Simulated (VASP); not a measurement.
# CsLi (P-6m2) in VASP: a series of runs

The runs below take CsLi through single point, relaxation of cell and atoms, with PBE+D3(BJ).

Program: VASP 6.6.1. These are calculated values, not measurements. Logs are shortened: lines on timing, memory, paths and dates and some standing lists are left out, and cuts for length are marked.

## Step 1: The cell of the first run

The structure is hexagonal, space group P-6m2 (No. 187). Conventional cell: a = 4.464 Å, b = 4.464 Å, c = 6.357 Å, α = 90.00°, β = 90.00°, γ = 120.00°. Within 5.4 Å of Cs (site symmetry -6m2) lie 6 Li at 4.09 Å and 6 Cs at 4.46 Å. Within 5.4 Å of Li (site symmetry -6m2) lie 6 Cs at 4.09 Å and 6 Li at 4.46 Å.

## Step 2: Single point, PBE+D3(BJ)

INCAR

```
SYSTEM = CsLi
  ALGO = Normal
  EDIFF = 1E-6
  ENCUT = 520
  GGA = PE
  ISIF = 2
  ISMEAR = 0
  IVDW = 12
  LASPH = .TRUE.
  LCHARG = .TRUE.
  LELF = .TRUE.
  LREAL = .FALSE.
  LVHAR = .TRUE.
  LWAVE = .FALSE.
  NBANDS = 13
  NELM = 100
  PREC = Accurate
  SIGMA = 0.1
```

KPOINTS

```
k-points
0
G
  12 12 8
  0 0 0
```

POSCAR

```
CsLi
1.0
    4.4635461557      0.0000000000      0.0000000000
   -2.2317730778      3.8655443618      0.0000000000
    0.0000000000      0.0000000000      6.3574236147
Cs Li
1 1
Direct
    0.3333333333      0.6666666667      0.5000000000
    0.0000000000      0.0000000000      0.0000000000
```

Potentials or basis: VASP PAW PBE potentials, release 64 (Cs_sv, Li_sv).

On the command line:

```console
> cat potpaw_PBE.64/Cs_sv/POTCAR potpaw_PBE.64/Li_sv/POTCAR > POTCAR
> mpirun -np 1 vasp_std > vasp.out
```

OUTCAR:

```text
SYSTEM = CsLi
   EDIFF = 1E-6
   ENCUT = 520
   GGA = PE
   ISIF = 2
   ISMEAR = 0
   IVDW = 12
   LASPH = .TRUE.
   LREAL = .FALSE.
   NELM = 100
   PREC = Accurate
 IVDW          = 12

 ion  position               nearest neighbor table
   1  0.333  0.667  0.500-
   2  0.000  0.000  0.000-

  LATTYP: Found a hexagonal cell.
 ALAT       =     4.4635461557
 C/A-ratio  =     1.4242988406

  Lattice vectors:

 A1 = (   4.4635461557,   0.0000000000,   0.0000000000)
 A2 = (  -2.2317730778,   3.8655443618,   0.0000000000)
 A3 = (   0.0000000000,   0.0000000000,   6.3574236147)

Analysis of symmetry for initial positions (statically):
=====================================================================
 Subroutine PRICEL returns:
 Original cell was already a primitive cell.

 Routine SETGRP: Setting up the symmetry group for a
 hexagonal supercell.

 Subroutine GETGRP returns: Found 12 space group operations
 (whereof 12 operations were pure point group operations)
 out of a pool of 24 trial point group operations.

The static configuration has the point symmetry D_3h.

Analysis of symmetry for dynamics (positions and initial velocities):
=====================================================================
 Subroutine PRICEL returns:
 Original cell was already a primitive cell.

 Routine SETGRP: Setting up the symmetry group for a
 hexagonal supercell.

 Subroutine GETGRP returns: Found 12 space group operations
 (whereof 12 operations were pure point group operations)
 out of a pool of 24 trial point group operations.

The dynamic configuration has the point symmetry D_3h.

 Subroutine INISYM returns: Found 12 space group operations
 (whereof 12 operations are pure point group operations),
 and found     1 'primitive' translations

----------------------------------------------------------------------------------------

                                     Primitive cell

  volume of cell :     109.6912

  direct lattice vectors                    reciprocal lattice vectors
     4.463546156  0.000000000  0.000000000     0.224037114  0.129347888  0.000000000
    -2.231773078  3.865544362  0.000000000     0.000000000  0.258695776  0.000000000
     0.000000000  0.000000000  6.357423615     0.000000000  0.000000000  0.157296424

  length of vectors
     4.463546156  4.463546156  6.357423615     0.258695776  0.258695776  0.157296424

  position of ions in fractional coordinates (direct lattice)
     0.333333333  0.666666667  0.500000000
     0.000000000  0.000000000  0.000000000

  ion indices of the primitive-cell ions
   primitive index   ion index
                 1           1
                 2           2

[... 86 lines left out ...]
   ISMEAR =     0;   SIGMA  =   0.10  broadening in eV -4-tet -1-fermi 0-gaus
   EFERMI_NEDOS =   21; number of points for ismear=-14 and -15
   IALGO  =     38    algorithm
   IMIX   =      4    mixing-type and parameters
     AMIX     =   0.40;   BMIX     =  1.00
     AMIX_MAG =   1.60;   BMIX_MAG =  1.00
  volume/ion in A,a.u.               =      54.85       370.12
  Fermi-wavevector in a.u.,A,eV,Ry     =   0.782969  1.479597  8.340924  0.613041
  Thomas-Fermi vector in A             =   1.886801
   LORBIT       =      0    0 simple, 1 ext, 2 COOP (PROOUT), +10 PAW based schemes
   GGA     = PE    functional components
   LHFCALC =     F    Hartree Fock is set to
   AEXX    =    0.0000 exact exchange contribution
   IVDW    =    12    specifies the selected vdW correction
   LEPSILON=     F    determine dielectric tensor
   LRPA    =     F    only Hartree local field effects (RPA)
 non-spin polarized calculation
 Gauss-broadening in eV      SIGMA  =   0.10
  energy-cutoff  :      520.00
  volume of cell :      109.69
 maximum number of plane-waves:      2983
 NGX is ok and might be reduce to    36
   NGX = 17   NGY = 17   NGZ = 23

 number of electron      11.9999998 magnetization

 Free energy of the ion-electron system (eV)
  ---------------------------------------------------
  ext. energy  EPLUGINS =         0.00000000
  ---------------------------------------------------
  free energy    TOTEN  =        -2.13126331 eV

  energy without entropy =       -2.12593717  energy(sigma->0) =       -2.12860024

 E-fermi :   0.9479     XC(G=0):  -6.3818

 val. band max:        0.9337742467   @ k =   0.4167   0.1667   0.0000
 cond. band min:       0.9557634068   @ k =   0.1667   0.1667   0.5000
 fundamental gap:      0.0219891601
 Fermi energy:         0.9478747477

 k-point     1 :       0.0000    0.0000    0.0000
  band No.  band energies     occupation
      1     -46.9749      2.00000
      2     -22.6645      2.00000
      3      -9.4434      2.00000
      4      -9.2333      2.00000
      5      -9.2333      2.00000
      6      -1.3503      2.00000
      7       1.4870      0.00000
      8       2.3894      0.00000
      9       3.8473      0.00000
     10       3.8473      0.00000
     11       5.9224      0.00000
     12       5.9224      0.00000
     13       6.9777      0.00000
[... 354 lines left out ...]
  band No.  band energies     occupation
      1     -46.9749      2.00000
      2     -22.6211      2.00000
      3      -9.7355      2.00000
      4      -9.3560      2.00000
      5      -9.3459      2.00000
      6      -0.1055      2.00000
      7       1.6339      0.00000
      8       2.1874      0.00000
      9       2.7620      0.00000
     10       4.6943      0.00000
     11       4.8334      0.00000
     12       5.3527      0.00000
     13       5.4693      0.00000

 [... further k-points ...]

------------------------ aborting loop because EDIFF is reached ----------------------------------------

 Edisp (eV)   -0.23529

 E8    (eV) :    -0.1255

  FORCE on cell =-STRESS in cart. coord.  units (eV):
  Direction    XX          YY          ZZ          XY          YZ          ZX
  --------------------------------------------------------------------------------------
  -------------------------------------------------------------------------------------
  Total       0.01095     0.01095    -0.00641     0.00000     0.00000     0.00000
  in kB       0.15989     0.15989    -0.09361     0.00000     0.00000     0.00000
  external pressure =        0.08 kB  Pullay stress =        0.00 kB

 VOLUME and BASIS-vectors are now :
 -----------------------------------------------------------------------------
  energy-cutoff  :      520.00
  volume of cell :      109.69
      direct lattice vectors                 reciprocal lattice vectors
     4.463546156  0.000000000  0.000000000     0.224037114  0.129347888  0.000000000
    -2.231773078  3.865544362  0.000000000     0.000000000  0.258695776  0.000000000
     0.000000000  0.000000000  6.357423615     0.000000000  0.000000000  0.157296424

 POSITION                                       TOTAL-FORCE (eV/Angst)
 -----------------------------------------------------------------------------------
     -0.00000      2.57703      3.17871         0.000000      0.000000      0.000000
      0.00000      0.00000      0.00000        -0.000000      0.000000      0.000000
 -----------------------------------------------------------------------------------
    total drift:                                0.000000     -0.000000     -0.000000

  FREE ENERGIE OF THE ION-ELECTRON SYSTEM (eV)
  ---------------------------------------------------
  free  energy   TOTEN  =        -2.3665492141 eV

  energy  without entropy=       -2.3612230714  energy(sigma->0) =       -2.36388614
```

OSZICAR:

```text
N       E                     dE             d eps       ncg     rms          rms(c)
DAV:   1     0.687666322023E+02    0.68767E+02   -0.38190E+03  2470   0.748E+02
DAV:   2     0.429135655489E+01   -0.64475E+02   -0.61765E+02  3361   0.139E+02
DAV:   3    -0.192333255510E+01   -0.62147E+01   -0.61938E+01  3265   0.445E+01
DAV:   4    -0.221241082976E+01   -0.28908E+00   -0.28864E+00  3974   0.946E+00
DAV:   5    -0.221440432417E+01   -0.19935E-02   -0.19931E-02  3316   0.887E-01    0.595E-01
DAV:   6    -0.215797558528E+01    0.56429E-01   -0.43733E-02  3075   0.676E-01    0.346E-01
DAV:   7    -0.213083563821E+01    0.27140E-01   -0.87161E-02  3142   0.811E-01    0.134E-01
DAV:   8    -0.213123819456E+01   -0.40256E-03   -0.30393E-03  2958   0.253E-01    0.305E-02
DAV:   9    -0.213126258483E+01   -0.24390E-04   -0.35411E-04  3388   0.707E-02    0.120E-02
DAV:  10    -0.213126151775E+01    0.10671E-05   -0.49013E-05  3036   0.313E-02    0.472E-03
DAV:  11    -0.213126295225E+01   -0.14345E-05   -0.28649E-06  3415   0.863E-03    0.197E-03
DAV:  12    -0.213126331447E+01   -0.36223E-06   -0.49392E-07  1967   0.306E-03
   1 F= -.23665492E+01 E0= -.23638861E+01  d E =-.532614E-02
```

Wall time 35 s (1 thread of Intel Xeon 6975P-C (Granite Rapids), shared host); peak memory 0.32 GiB.

Results:

* Free energy: -2.3665 eV
* Band gap on the k mesh: zero (band 6 reaches 1.67 eV, above the bottom of band 7 at -0.21 eV)
* Dispersion energy per atom: -0.118 eV

Levels at points of the mesh, in eV from the Fermi level:
```
           k point  band 2  band 3  band 4  band 5  band 6  band 7  band 8  band 9  band 10  band 11
(0.00, 0.00, 0.00)  -23.61  -10.39  -10.18  -10.18   -2.30    0.54    1.44    2.90     2.90     4.97
(0.50, 0.00, 0.00)  -23.55  -10.83  -10.33  -10.27   -0.34    0.50    0.80    1.34     4.08     4.11
(0.00, 0.00, 0.50)  -23.61  -10.41  -10.18  -10.18   -1.24   -1.15    2.31    3.05     3.05     4.37
(0.50, 0.00, 0.50)  -23.55  -10.83  -10.33  -10.29   -0.27    0.35    0.89    2.15     2.95     3.48
```

Caveat: the cutoff is under 1.25 times the usual one of these potentials, so pressure, stress and relaxed cells hold a basis-set (Pulay) error; spin-orbit coupling is left out, which moves the levels of the heavy elements; pairwise dispersion overbinds metals, which lowers pressure and volume.

## Step 3: Relaxation of cell and atoms, PBE+D3(BJ)

INCAR

```
SYSTEM = CsLi
ALGO = Normal
EDIFF = 1E-6
EDIFFG = -0.005
ENCUT = 600
GGA = PE
IBRION = 2
ISIF = 3
ISMEAR = 0
IVDW = 12
LASPH = .True.
LCHARG = .False.
LREAL = .False.
LWAVE = .False.
NELM = 100
NSW = 100
PREC = Accurate
SIGMA = 0.1
```

KPOINTS

```
k-points
0
Gamma
  12 12 8
  0 0 0
```

POSCAR is that of step 2.

Potentials or basis: VASP PAW PBE potentials, release 64 (Cs_sv, Li_sv).

On the command line:

```console
> cat potpaw_PBE.64/Cs_sv/POTCAR potpaw_PBE.64/Li_sv/POTCAR > POTCAR
> mpirun -np 1 vasp_std > vasp.out
```

Wall time 53 s (1 thread of Intel Xeon 6975P-C (Granite Rapids), shared host); peak memory 0.35 GiB.

The run converged. Its results:

| Property | Result |
| --- | --- |
| Free energy | -2.3663 eV |
| Relaxed volume | 54.86 Å³/atom |
| Relaxed cell | a = 4.465 Å, b = 4.465 Å, c = 6.356 Å, α = 90.00°, β = 90.00°, γ = 120.00° |
| Space group after relaxing (to 0.05 Å) | P-6m2 (No. 187) |
| Energy gained by relaxing | 0.0 meV/atom |
| Ionic steps | 2 |
| Pressure after relaxing | 0.0 GPa |
| Band gap on the k mesh | zero (band 6 reaches 1.67 eV, above the bottom of band 7 at -0.21 eV) |
| Dispersion energy per atom | -0.118 eV |

Final structure:
```
CELL_PARAMETERS angstrom
4.46455 0.00000 0.00000
-2.23227 3.86641 0.00000
0.00000 0.00000 6.35586
ATOMIC_POSITIONS crystal
Cs 0.33333 0.66667 0.50000
Li 0.00000 0.00000 0.00000
```

Levels at points of the mesh, in eV from the Fermi level:
| k point | band 2 | band 3 | band 4 | band 5 | band 6 | band 7 | band 8 | band 9 | band 10 |
| --- | --- | --- | --- | --- | --- | --- | --- | --- | --- |
| (0.00, 0.00, 0.00) | -23.61 | -10.39 | -10.18 | -10.18 | -2.30 | 0.54 | 1.44 | 2.90 | 2.90 |
| (0.50, 0.00, 0.00) | -23.55 | -10.83 | -10.33 | -10.27 | -0.34 | 0.50 | 0.80 | 1.34 | 4.10 |
| (0.00, 0.00, 0.50) | -23.61 | -10.41 | -10.18 | -10.18 | -1.24 | -1.15 | 2.31 | 3.05 | 3.05 |
| (0.50, 0.00, 0.50) | -23.55 | -10.83 | -10.33 | -10.29 | -0.27 | 0.35 | 0.89 | 2.15 | 2.95 |

Caveat: the cutoff is under 1.25 times the usual one of these potentials, so pressure, stress and relaxed cells hold a basis-set (Pulay) error; spin-orbit coupling is left out, which moves the levels of the heavy elements; pairwise dispersion overbinds metals, which lowers pressure and volume.

## Step 4: Single point, PBE+D3(BJ)

INCAR

```
ALGO = Normal ; EDIFF = 1E-7
ENCUT = 520 ; GGA = PE
ISIF = 2 ; ISMEAR = 0
IVDW = 12 ; LASPH = T
LCHARG = F ; LREAL = F
LWAVE = F ; NBANDS = 13
NELM = 100 ; PREC = Accurate
SIGMA = 0.1
```

KPOINTS

```
k-points
0
Gamma
  12 12 8
```

POSCAR is that of step 3.

On the command line:

```console
> cat potpaw_PBE.64/Cs_sv/POTCAR potpaw_PBE.64/Li_sv/POTCAR > POTCAR
> mpirun -np 1 vasp_std > vasp.out
```

Wall time 37 s (1 thread of Intel Xeon 6975P-C (Granite Rapids), shared host); peak memory 0.31 GiB.

Results (log left out):

* Free energy: -2.3665 eV
* Band gap on the k mesh: zero (band 6 reaches 1.67 eV, above the bottom of band 7 at -0.21 eV)
* Dispersion energy per atom: -0.118 eV

Levels at points of the mesh, in eV from the Fermi level:
| k point | band 3 | band 4 | band 5 | band 6 | band 7 | band 8 | band 9 | band 10 |
| --- | --- | --- | --- | --- | --- | --- | --- | --- |
| (0.00, 0.00, 0.00) | -10.39 | -10.18 | -10.18 | -2.30 | 0.54 | 1.44 | 2.90 | 2.90 |
| (0.50, 0.00, 0.00) | -10.83 | -10.33 | -10.27 | -0.34 | 0.50 | 0.80 | 1.34 | 4.08 |
| (0.00, 0.00, 0.50) | -10.41 | -10.18 | -10.18 | -1.24 | -1.15 | 2.31 | 3.05 | 3.05 |
| (0.50, 0.00, 0.50) | -10.83 | -10.33 | -10.29 | -0.27 | 0.35 | 0.89 | 2.15 | 2.95 |

Caveat: the cutoff is under 1.25 times the usual one of these potentials, so pressure, stress and relaxed cells hold a basis-set (Pulay) error; spin-orbit coupling is left out, which moves the levels of the heavy elements; pairwise dispersion overbinds metals, which lowers pressure and volume.
